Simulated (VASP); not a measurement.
# Te2Mo in VASP: single point with LDA

Aim: the single point of Te2Mo with LDA.

Everything below comes from runs of VASP 6.6.1. Logs are shortened: lines on timing, memory, paths and dates and some standing lists are left out, and cuts for length are marked.

## Step 1: The cell of the first run

The cell holds a slab with vacuum, 9 atoms: a = 3.471 Å, b = 3.471 Å, c = 30.207 Å, α = 90.00°, β = 90.00°, γ = 120.00°.

## Step 2: Single point, LDA (atoms displaced along a vibrational mode)

INCAR reads:

```
SYSTEM = Te2Mo
ALGO = Normal ; EDIFF = 1E-7
ENCUT = 520 ; GGA = CA
ISIF = 2 ; ISMEAR = 0
KPAR = 4 ; LASPH = .True.
LCHARG = .False. ; LREAL = .False.
LWAVE = .False. ; NBANDS = 49
NELM = 60 ; PREC = Accurate
SIGMA = 0.05
```

KPOINTS reads:

```
k-points
0
Gamma
  12 12 1
  0 0 0
```

POSCAR reads:

```
Te2Mo
1.0
    3.4709964735      0.0000000000      0.0000000000
   -1.7354982368      3.0059711225      0.0000000000
    0.0000000000      0.0000000000     30.2065362563
Te Mo
6 3
Direct
    0.0008786234      0.0006431970      0.9405159683
    0.3654669030      0.6901900723      0.7128929968
    0.3020758710      0.6437846161      0.1682534351
    0.3645907957      0.6895487172      0.8317465649
    0.3011997636      0.6431432610      0.2871070032
   -0.0008786234     -0.0006431970      0.0594840317
    0.0316181090      0.0231460622      0.7722229666
   -0.0316181090     -0.0231460622      0.2277770334
    0.3333333333      0.6666666667      0.0000000000
```

Potentials or basis: VASP PAW LDA potentials, release 64 (Te, Mo_sv).

Run with:

```console
> cat potpaw_LDA.64/Te/POTCAR potpaw_LDA.64/Mo_sv/POTCAR > POTCAR
> mpirun -np 4 vasp_std > vasp.out
```

OUTCAR:

```text
SYSTEM = Te2Mo
   EDIFF = 1E-7
   ENCUT = 520
   GGA = CA
   ISIF = 2
   ISMEAR = 0
   LASPH = .True.
   LREAL = .False.
   NELM = 60
   PREC = Accurate

 ion  position               nearest neighbor table
   1  0.001  0.001  0.941-   9 2.69   9 2.69   9 2.69   6 3.59
   2  0.365  0.690  0.713-   7 2.69   7 2.69   7 2.69   4 3.59
   3  0.302  0.644  0.168-   8 2.69   8 2.69   8 2.69   5 3.59
   4  0.365  0.690  0.832-   7 2.69   7 2.69   7 2.69   2 3.59
   5  0.301  0.643  0.287-   8 2.69   8 2.69   8 2.69   3 3.59
   6  0.999  0.999  0.059-   9 2.69   9 2.69   9 2.69   1 3.59
   7  0.032  0.023  0.772-   2 2.69   2 2.69   2 2.69   4 2.69   4 2.69   4 2.69
   8  0.968  0.977  0.228-   5 2.69   5 2.69   5 2.69   3 2.69   3 2.69   3 2.69
   9  0.333  0.667  0.000-   6 2.69   1 2.69   1 2.69   6 2.69   6 2.69   1 2.69

  LATTYP: Found a hexagonal cell.
 ALAT       =     3.4709964735
 C/A-ratio  =     8.7025545796

  Lattice vectors:

 A1 = (   3.4709964735,   0.0000000000,   0.0000000000)
 A2 = (  -1.7354982368,   3.0059711225,   0.0000000000)
 A3 = (   0.0000000000,   0.0000000000,  30.2065362563)

Analysis of symmetry for initial positions (statically):
=====================================================================
 Subroutine PRICEL returns:
 Original cell was already a primitive cell.

 Routine SETGRP: Setting up the symmetry group for a
 hexagonal supercell.

 Subroutine GETGRP returns: Found  1 space group operations
 (whereof  1 operations were pure point group operations)
 out of a pool of 24 trial point group operations.

The static configuration has the point symmetry C_1 .

Analysis of symmetry for dynamics (positions and initial velocities):
=====================================================================
 Subroutine PRICEL returns:
 Original cell was already a primitive cell.

 Routine SETGRP: Setting up the symmetry group for a
 hexagonal supercell.

 Subroutine GETGRP returns: Found  1 space group operations
 (whereof  1 operations were pure point group operations)
 out of a pool of 24 trial point group operations.

The dynamic configuration has the point symmetry C_1 .

 Subroutine INISYM returns: Found  1 space group operations
 (whereof  1 operations are pure point group operations),
 and found     1 'primitive' translations

----------------------------------------------------------------------------------------

                                     Primitive cell

  volume of cell :     315.1664

  direct lattice vectors                    reciprocal lattice vectors
     3.470996474  0.000000000  0.000000000     0.288101704  0.166335597  0.000000000
    -1.735498237  3.005971123  0.000000000     0.000000000  0.332671193  0.000000000
     0.000000000  0.000000000 30.206536256     0.000000000  0.000000000  0.033105418

  length of vectors
     3.470996474  3.470996474 30.206536256     0.332671193  0.332671193  0.033105418

  position of ions in fractional coordinates (direct lattice)
     0.000878623  0.000643197  0.940515968
     0.365466903  0.690190072  0.712892997
     0.302075871  0.643784616  0.168253435
     0.364590796  0.689548717  0.831746565
     0.301199764  0.643143261  0.287107003
     0.999121377  0.999356803  0.059484032
     0.031618109  0.023146062  0.772222967
     0.968381891  0.976853938  0.227777033
     0.333333333  0.666666667  0.000000000

  ion indices of the primitive-cell ions
   primitive index   ion index
                 1           1
                 2           2
                 3           3
                 4           4
                 5           5
                 6           6
                 7           7
                 8           8
                 9           9

----------------------------------------------------------------------------------------

 KPOINTS: k-points

Automatic generation of k-mesh.
 Grid dimensions read from file:
 generate k-points for:   12   12    1

 Generating k-lattice:

  Cartesian coordinates                     Fractional coordinates (reciprocal lattice)
     0.024008475  0.013861300  0.000000000     0.083333333  0.000000000  0.000000000
     0.000000000  0.027722599  0.000000000     0.000000000  0.083333333  0.000000000
     0.000000000  0.000000000  0.033105418     0.000000000  0.000000000  1.000000000

  Length of vectors
     0.027722599  0.027722599  0.033105418

  Shift w.r.t. Gamma in fractional coordinates (k-lattice)
     0.000000000  0.000000000  0.000000000

 Subroutine IBZKPT returns following result:
 ===========================================

 Found     74 irreducible k-points:

 Following reciprocal coordinates:
            Coordinates               Weight
  0.000000  0.000000  0.000000      1.000000
  0.083333  0.000000  0.000000      2.000000
  0.000000  0.083333  0.000000      2.000000
 -0.083333  0.083333  0.000000      2.000000
  0.166667 -0.000000  0.000000      2.000000
  0.000000  0.166667  0.000000      2.000000
[... 16 lines left out ...]
  0.166667  0.083333  0.000000      2.000000
 -0.083333  0.250000  0.000000      2.000000
 [... further k-points ...]
   k-points           NKPTS =     74   k-points in BZ     NKDIM =     74   number of bands    NBANDS=     49
   number of dos      NEDOS =    301   number of ions     NIONS =      9
   total plane-waves  NPLWV = 188160
   dimension x,y,z NGX =    28 NGY =   28 NGZ =  240
   dimension x,y,z NGXF=    56 NGYF=   56 NGZF=  480
   ions per type =               6   3
   NGX,Y,Z   is equivalent  to a cutoff of  13.41, 13.41, 13.21 a.u.
   NGXF,Y,Z  is equivalent  to a cutoff of  26.82, 26.82, 26.42 a.u.
 SYSTEM =  Te2Mo
   PREC   = accura    normal or accurate (medium, high low for compatibility)
   ISTART =      0    job   : 0-new  1-cont  2-samecut
   ICHARG =      2    charge: 1-file 2-atom 10-const
   ISPIN  =      1    spin polarized calculation?
   LNONCOLLINEAR =      F non collinear calculations
   LSORBIT =      F    spin-orbit coupling
   LASPH  =      T    aspherical Exc in radial PAW
   ENCUT  =  520.0 eV  38.22 Ry    6.18 a.u.   6.45  6.45 56.16*2*pi/ulx,y,z
   NELM   =     60;   NELMIN=  2; NELMDL= -5     # of ELM steps
   EDIFF  = 0.1E-06   stopping-criterion for ELM
   LREAL  =      F    real-space projection
   EDIFFG = 0.1E-05   stopping-criterion for IOM
   NSW    =      0    number of steps for IOM
   IBRION =     -1    ionic relax: 0-MD 1-quasi-New 2-CG
   NFREE  =      0    steps in history (QN), initial steepest desc. (CG)
   ISIF   =      2    stress and relaxation
   ISYM   =      2    0-nonsym 1-usesym 2-fastsym
   POTIM  = 0.5000    time-step for ionic-motion
   TEBEG  =    0.0;   TEEND  =   0.0 temperature during run
   PSTRESS=    0.0 pullay stress
   NELECT =      78.0000    total number of electrons
   NUPDOWN=      -1.0000    fix difference up-down
   EMIN   =  10.00;   EMAX   =-10.00  energy-range for DOS
   EFERMI =   0.00;   METHOD = LEGACY
   ISMEAR =     0;   SIGMA  =   0.05  broadening in eV -4-tet -1-fermi 0-gaus
   EFERMI_NEDOS =   21; number of points for ismear=-14 and -15
   IALGO  =     38    algorithm
   IMIX   =      4    mixing-type and parameters
     AMIX     =   0.40;   BMIX     =  1.00
     AMIX_MAG =   1.60;   BMIX_MAG =  1.00
  volume/ion in A,a.u.               =      35.02       236.32
  Fermi-wavevector in a.u.,A,eV,Ry     =   1.027842  1.942340 14.374002  1.056459
  Thomas-Fermi vector in A             =   2.161808
   LORBIT       =      0    0 simple, 1 ext, 2 COOP (PROOUT), +10 PAW based schemes
   GGA     = CA    functional components
   LHFCALC =     F    Hartree Fock is set to
   AEXX    =    0.0000 exact exchange contribution
   IVDW    =     0    specifies the selected vdW correction
   LEPSILON=     F    determine dielectric tensor
   LRPA    =     F    only Hartree local field effects (RPA)
 non-spin polarized calculation
 Gauss-broadening in eV      SIGMA  =   0.05
  energy-cutoff  :      520.00
  volume of cell :      315.17
 maximum number of plane-waves:      8573
 NGX is ok and might be reduce to    28
   NGX = 13   NGY = 13   NGZ =113

 number of electron      77.9999997 magnetization

 Free energy of the ion-electron system (eV)
  ---------------------------------------------------
  ext. energy  EPLUGINS =         0.00000000
  ---------------------------------------------------
  free energy    TOTEN  =       -61.73556586 eV

  energy without entropy =      -61.73556586  energy(sigma->0) =      -61.73556586

 E-fermi :   4.5673     XC(G=0):  -7.8106

 val. band max:        4.2847731567   @ k =   0.0000   0.0000   0.0000
 cond. band min:       5.1044407572   @ k =   0.4167  -0.1667   0.0000
 fundamental gap:      0.8196676005
 Fermi energy:         4.5672772656

 k-point     1 :       0.0000    0.0000    0.0000
  band No.  band energies     occupation
      1     -56.1393      2.00000
      2     -56.1347      2.00000
      3     -56.1347      2.00000
      4     -30.5296      2.00000
      5     -30.5273      2.00000
      6     -30.5273      2.00000
[... 41 lines left out ...]
     48       7.7564      0.00000
     49       7.7712      0.00000

 k-point     2 :       0.0833    0.0000    0.0000
  band No.  band energies     occupation
      1     -56.1385      2.00000
      2     -56.1339      2.00000
      3     -56.1339      2.00000
      4     -30.5272      2.00000
      5     -30.5249      2.00000
      6     -30.5249      2.00000
[... 41 lines left out ...]
     48       7.5369      0.00000
     49       7.5554      0.00000

 k-point     3 :       0.0000    0.0833    0.0000
  band No.  band energies     occupation
      1     -56.1385      2.00000
      2     -56.1339      2.00000
      3     -56.1339      2.00000
      4     -30.5272      2.00000
      5     -30.5249      2.00000
      6     -30.5249      2.00000
[... 1081 lines left out ...]
     48       6.6609      0.00000
     49       7.6120      0.00000

 k-point    24 :      -0.0833    0.2500    0.0000
  band No.  band energies     occupation
      1     -56.1343      2.00000
      2     -56.1296      2.00000
      3     -56.1296      2.00000
      4     -30.5150      2.00000
      5     -30.5127      2.00000
      6     -30.5127      2.00000
[... 41 lines left out ...]
     48       6.6607      0.00000
     49       7.6119      0.00000

 [... further k-points ...]
[... 5 lines left out ...]
  --------------------------------------------------------------------------------------
  -------------------------------------------------------------------------------------
  Total        0.3156497      0.3155774      0.5797274     -0.0027301      0.2488058      0.2487160
  in kB        1.6046343      1.6042669      2.9470975     -0.0138786      1.2648271      1.2643709
  external PRESSURE =       2.0519996 kB  Pullay stress =       0.0000000 kB

 VOLUME and BASIS-vectors are now :
 -----------------------------------------------------------------------------
  energy-cutoff  :      520.00
  volume of cell :      315.17
      direct lattice vectors                 reciprocal lattice vectors
     3.470996474  0.000000000  0.000000000     0.288101704  0.166335597  0.000000000
    -1.735498237  3.005971123  0.000000000     0.000000000  0.332671193  0.000000000
     0.000000000  0.000000000 30.206536256     0.000000000  0.000000000  0.033105418

 POSITION                                       TOTAL-FORCE (eV/Angst)
 -----------------------------------------------------------------------------------
      0.00193      0.00193     28.40973         0.001118     -0.000069     -0.055358
      0.07071      2.07469     21.53403        -0.006482     -0.006468     -0.057511
     -0.06878      1.93520      5.08235         0.005324      0.006498     -0.054203
      0.06878      2.07276     25.12418        -0.007626     -0.006487      0.054043
     -0.07071      1.93327      8.67251         0.006420      0.006465      0.057510
      1.73356      3.00404      1.79681         0.001252      0.000065      0.055507
      0.06958      0.06958     23.32618        -0.005130     -0.004968      0.000677
      1.66592      2.93639      6.88036         0.004560      0.004965     -0.000712
     -0.00000      2.00398      0.00000         0.000563     -0.000001      0.000047
 -----------------------------------------------------------------------------------
    total drift:                               -0.000103      0.000011     -0.000050

  FREE ENERGIE OF THE ION-ELECTRON SYSTEM (eV)
  ---------------------------------------------------
  free  energy   TOTEN  =       -61.7355658644 eV

  energy  without entropy=      -61.7355658644  energy(sigma->0) =      -61.73556586
```

Wall time 16 min (4 MPI ranks of Oxide Virtual Turin-like, shared host); peak memory 0.95 GiB.

Results:

```yaml
Free_energy: -61.7356 eV
Largest_force: 0.058 eV/Å
Band_gap_on_the_k_mesh: 0.82 eV (least direct gap 1.15 eV)
```

Forces on the atoms (eV/Å):
```
Te   0.001  0.000 -0.055
Te  -0.006 -0.006 -0.058
Te   0.005  0.006 -0.054
Te  -0.008 -0.006  0.054
Te   0.006  0.006  0.058
Te   0.001  0.000  0.056
Mo  -0.005 -0.005  0.001
Mo   0.005  0.005 -0.001
Mo   0.001  0.000  0.000
```

Caveat: the cell differs from its parent crystal (atoms displaced along a vibrational mode); there is no dipole correction, which matters where the two faces differ; spin-orbit coupling is left out, which moves the levels of the heavy elements.
